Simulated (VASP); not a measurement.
# Al (I4/mmm) in VASP: a series of runs

The runs below take Al through single point, with PBE+D3(BJ).

Program: VASP 6.6.1. These are calculated values, not measurements. Logs are shortened: lines on timing, memory, paths and dates and some standing lists are left out, and cuts for length are marked.

### Step 1. The cell of the first run

It takes space group I4/mmm (No. 139, tetragonal). The conventional cell has a = 2.943 Å, b = 2.943 Å, c = 3.829 Å, α = 90.00°, β = 90.00°, γ = 90.00°. Within 3.7 Å of Al (site symmetry 4/mmm) lie 12 Al at 2.83 to 2.94 Å.

### Step 2. Single point, PBE+D3(BJ)

File INCAR:

```
PREC = Accurate ; ENCUT = 520
EDIFF = 1E-7 ; ISMEAR = 0
SIGMA = 0.15 ; LREAL = False
LASPH = True ; NELM = 80
ALGO = Normal ; ISIF = 2
LWAVE = False ; LCHARG = False
GGA = PE ; IVDW = 12
NBANDS = 8
```

File KPOINTS:

```
regular mesh
0
Gamma
  22 22 22
```

File POSCAR:

```
Al
1.0
    0.0000000000      2.0810232911      1.9145414278
    2.0810232911      0.0000000000      1.9145414278
    2.0810232911      2.0810232911      0.0000000000
Al
1
Direct
    0.0000000000      0.0000000000      0.0000000000
```

Potentials or basis: VASP PAW PBE potentials, release 64 (Al).

Started as:

```
$ cat potpaw_PBE.64/Al/POTCAR > POTCAR
$ mpirun -np 1 vasp_std > vasp.out
```

OUTCAR:

```text
PREC = Accurate
   ENCUT = 520
   EDIFF = 1E-7
   ISMEAR = 0
   LREAL = False
   LASPH = True
   NELM = 80
   ISIF = 2
   GGA = PE
   IVDW = 12
 IVDW          = 12

 ion  position               nearest neighbor table
   1  0.000  0.000  0.000-

  LATTYP: Found a body centered tetragonal cell.
 ALAT       =     2.9430113619
 C/A-ratio  =     1.3010764774

  Lattice vectors:

 A1 = (   0.0000000000,  -2.0810232911,  -1.9145414278)
 A2 = (   0.0000000000,   2.0810232911,  -1.9145414278)
 A3 = (   2.0810232911,   0.0000000000,   1.9145414278)

Analysis of symmetry for initial positions (statically):
=====================================================================
 Subroutine PRICEL returns:
 Original cell was already a primitive cell.

 Routine SETGRP: Setting up the symmetry group for a
 body centered tetragonal supercell.

 Subroutine GETGRP returns: Found 16 space group operations
 (whereof 16 operations were pure point group operations)
 out of a pool of 16 trial point group operations.

The static configuration has the point symmetry D_4h.

Analysis of symmetry for dynamics (positions and initial velocities):
=====================================================================
 Subroutine PRICEL returns:
 Original cell was already a primitive cell.

 Routine SETGRP: Setting up the symmetry group for a
 body centered tetragonal supercell.

 Subroutine GETGRP returns: Found 16 space group operations
 (whereof 16 operations were pure point group operations)
 out of a pool of 16 trial point group operations.

The dynamic configuration has the point symmetry D_4h.

 Subroutine INISYM returns: Found 16 space group operations
 (whereof 16 operations are pure point group operations),
 and found     1 'primitive' translations

----------------------------------------------------------------------------------------

                                     Primitive cell

  volume of cell :      16.5824

  direct lattice vectors                    reciprocal lattice vectors
     0.000000000  2.081023291  1.914541428    -0.240266412  0.240266412  0.261159144
     2.081023291  0.000000000  1.914541428     0.240266412 -0.240266412  0.261159144
     2.081023291  2.081023291  0.000000000     0.240266412  0.240266412 -0.261159144

  length of vectors
     2.827742353  2.827742353  2.943011362     0.428555709  0.428555709  0.428555709

  position of ions in fractional coordinates (direct lattice)
     0.000000000  0.000000000  0.000000000

  ion indices of the primitive-cell ions
[... 77 lines left out ...]
   NSW    =      0    number of steps for IOM
   IBRION =     -1    ionic relax: 0-MD 1-quasi-New 2-CG
   NFREE  =      0    steps in history (QN), initial steepest desc. (CG)
   ISIF   =      2    stress and relaxation
   ISYM   =      2    0-nonsym 1-usesym 2-fastsym
   POTIM  = 0.5000    time-step for ionic-motion
   TEBEG  =    0.0;   TEEND  =   0.0 temperature during run
   PSTRESS=    0.0 pullay stress
   NELECT =       3.0000    total number of electrons
   NUPDOWN=      -1.0000    fix difference up-down
   EMIN   =  10.00;   EMAX   =-10.00  energy-range for DOS
   EFERMI =   0.00;   METHOD = LEGACY
   ISMEAR =     0;   SIGMA  =   0.15  broadening in eV -4-tet -1-fermi 0-gaus
   EFERMI_NEDOS =   21; number of points for ismear=-14 and -15
   IALGO  =     38    algorithm
   IMIX   =      4    mixing-type and parameters
     AMIX     =   0.40;   BMIX     =  1.00
     AMIX_MAG =   1.60;   BMIX_MAG =  1.00
  volume/ion in A,a.u.               =      16.58       111.90
  Fermi-wavevector in a.u.,A,eV,Ry     =   0.925903  1.749704 11.664236  0.857297
  Thomas-Fermi vector in A             =   2.051808
   LORBIT       =      0    0 simple, 1 ext, 2 COOP (PROOUT), +10 PAW based schemes
   GGA     = PE    functional components
   LHFCALC =     F    Hartree Fock is set to
   AEXX    =    0.0000 exact exchange contribution
   IVDW    =    12    specifies the selected vdW correction
   LEPSILON=     F    determine dielectric tensor
   LRPA    =     F    only Hartree local field effects (RPA)
 non-spin polarized calculation
 Gauss-broadening in eV      SIGMA  =   0.15
  energy-cutoff  :      520.00
  volume of cell :       16.58
 maximum number of plane-waves:       461
 NGX is ok and might be reduce to    24

 number of electron       3.0000000 magnetization

 Free energy of the ion-electron system (eV)
  ---------------------------------------------------
  ext. energy  EPLUGINS =         0.00000000
  ---------------------------------------------------
  free energy    TOTEN  =        -3.73573992 eV

  energy without entropy =       -3.73099134  energy(sigma->0) =       -3.73336563

 E-fermi :   7.9414     XC(G=0): -10.1787

 val. band max:        7.9349083695   @ k =  -0.2273   0.3182   0.2727
 cond. band min:       7.9454855399   @ k =   0.5000   0.4545   0.0000
 fundamental gap:      0.0105771704
 Fermi energy:         7.9414038664

 k-point     1 :       0.0000    0.0000    0.0000
  band No.  band energies     occupation
      1      -3.1512      2.00000
      2      20.3404      0.00000
      3      20.3404      0.00000
      4      21.2082      0.00000
      5      21.8632      0.00000
      6      22.1330      0.00000
      7      22.1330      0.00000
      8      24.4889      0.00000
[... 243 lines left out ...]
 k-point    24 :      -0.4545    0.0455    0.0000
  band No.  band energies     occupation
      1       2.6898      2.00000
      2       4.4580      2.00000
      3      17.6856      0.00000
      4      19.1546      0.00000
      5      19.2907      0.00000
      6      19.6054      0.00000
      7      22.9429      0.00000
      8      25.6838      0.00000

 [... further k-points ...]

------------------------ aborting loop because EDIFF is reached ----------------------------------------

 Edisp (eV)   -0.33453

 E8    (eV) :    -0.1496

  FORCE on cell =-STRESS in cart. coord.  units (eV):
  Direction    XX          YY          ZZ          XY          YZ          ZX
  --------------------------------------------------------------------------------------
  -------------------------------------------------------------------------------------
  Total      -0.50196    -0.50196    -0.04242     0.00000    -0.00000     0.00000
  in kB     -48.49866   -48.49866    -4.09815     0.00000    -0.00000     0.00000
  external pressure =      -33.70 kB  Pullay stress =        0.00 kB

 VOLUME and BASIS-vectors are now :
 -----------------------------------------------------------------------------
  energy-cutoff  :      520.00
  volume of cell :       16.58
      direct lattice vectors                 reciprocal lattice vectors
     0.000000000  2.081023291  1.914541428    -0.240266412  0.240266412  0.261159144
     2.081023291  0.000000000  1.914541428     0.240266412 -0.240266412  0.261159144
     2.081023291  2.081023291  0.000000000     0.240266412  0.240266412 -0.261159144

 POSITION                                       TOTAL-FORCE (eV/Angst)
 -----------------------------------------------------------------------------------
      0.00000      0.00000      0.00000         0.000000      0.000000      0.000000
 -----------------------------------------------------------------------------------
    total drift:                               -0.000000      0.000000      0.000000

  FREE ENERGIE OF THE ION-ELECTRON SYSTEM (eV)
  ---------------------------------------------------
  free  energy   TOTEN  =        -4.0702678126 eV

  energy  without entropy=       -4.0655192331  energy(sigma->0) =       -4.06789352
```

OSZICAR:

```text
N       E                     dE             d eps       ncg     rms          rms(c)
DAV:   1    -0.238636951524E+01   -0.23864E+01   -0.83159E+02 13376   0.201E+02
DAV:   2    -0.375114933861E+01   -0.13648E+01   -0.13143E+01 18576   0.184E+01
DAV:   3    -0.375790940358E+01   -0.67601E-02   -0.67550E-02 17192   0.144E+00
DAV:   4    -0.375792622066E+01   -0.16817E-04   -0.16817E-04 20672   0.636E-02
DAV:   5    -0.375792625539E+01   -0.34732E-07   -0.34042E-07 17288   0.167E-03    0.129E+00
DAV:   6    -0.374507006124E+01    0.12856E-01   -0.17115E-03 17304   0.195E-01    0.748E-01
DAV:   7    -0.373574646879E+01    0.93236E-02   -0.51032E-03 16968   0.315E-01    0.145E-01
DAV:   8    -0.373574178408E+01    0.46847E-05   -0.14440E-05 19480   0.274E-02    0.831E-03
DAV:   9    -0.373574033463E+01    0.14494E-05   -0.81435E-07 18856   0.394E-03    0.719E-04
DAV:  10    -0.373573995447E+01    0.38016E-06   -0.38512E-09 18280   0.431E-04    0.268E-04
DAV:  11    -0.373573992047E+01    0.33998E-07   -0.13557E-10  9568   0.678E-05
   1 F= -.40702678E+01 E0= -.40678935E+01  d E =-.474858E-02
```

Run time: 61 s. Hardware: 1 thread of AMD EPYC 9R45 (Zen 5), shared host; peak memory 0.19 GiB.

What came out:

```
Free energy                : -4.0703 eV
Pressure                   : -3.4 GPa
Dispersion energy per atom : -0.335 eV
```

Levels at points of the mesh, in eV from the Fermi level:
```
           k point  band 1  band 2  band 3  band 4
(0.00, 0.00, 0.00)  -11.09   12.40   12.40   13.27
(0.50, 0.00, 0.00)   -4.55   -4.34   10.40   10.55
(0.50, 0.50, 0.00)   -2.03   -0.43    4.59    4.59
(0.50, 0.00, 0.50)   -3.29   -2.16    5.67    5.89
```

Caveat: pairwise dispersion overbinds metals, which lowers pressure and volume.

### Step 3. Single point, PBE+D3(BJ)

This run uses another cell than the first one, of the same volume but with other edges.

File INCAR:

```
ALGO     = Normal         # electronic algorithm
EDIFF    = 1E-6           # SCF threshold, eV
ENCUT    = 520            # plane-wave cutoff, eV
GGA      = PE             # functional
ISIF     = 2              # what is computed and relaxed
ISMEAR   = 0              # smearing method
IVDW     = 12             # dispersion correction
LASPH    = True           # aspherical terms in the spheres
LCHARG   = True           # write CHGCAR
LELF     = True           # ELF
LREAL    = False          # projectors in reciprocal space
LVHAR    = True         
LWAVE    = False          # write WAVECAR
NBANDS   = 8              # bands
NELM     = 100            # most SCF steps
PREC     = Accurate       # precision mode
SIGMA    = 0.15           # smearing width, eV
```

File KPOINTS:

```
k-points
0
Gamma
  22 22 22
```

File POSCAR:

```
Al
1.0
    0.0000000000      1.9606887411      2.1567576152
    1.9606887411      0.0000000000      2.1567576152
    1.9606887411      1.9606887411      0.0000000000
Al
1
Direct
    0.0000000000      0.0000000000      0.0000000000
```

Potentials or basis: VASP PAW PBE potentials, release 64 (Al).

Started as:

```
$ cat potpaw_PBE.64/Al/POTCAR > POTCAR
$ mpirun -np 1 vasp_std > vasp.out
```

It took 58 s on 1 thread of AMD EPYC 9R45 (Zen 5), shared host; peak memory 0.19 GiB.

Results (log left out):

| Item | Value |
| --- | --- |
| Free energy | -4.0659 eV |
| Pressure | -3.2 GPa |
| Dispersion energy per atom | -0.335 eV |

Stress tensor (GPa, compression positive):
```
-1.42  0.00  0.00
 0.00 -1.42  0.00
 0.00  0.00 -6.66
```

Levels at points of the mesh, in eV from the Fermi level:
```
           k point  band 1  band 2  band 3  band 4  band 5  band 6
(0.00, 0.00, 0.00)  -11.10   11.98   13.06   13.06   14.02   14.02
(0.50, 0.00, 0.00)   -4.56   -4.34    9.84   10.16   12.55   12.59
(0.50, 0.50, 0.00)   -3.73   -2.88    6.00    6.77    6.77   10.22
(0.50, 0.00, 0.50)   -2.44   -0.94    4.73    5.00    5.42    8.44
```

Caveat: pairwise dispersion overbinds metals, which lowers pressure and volume.
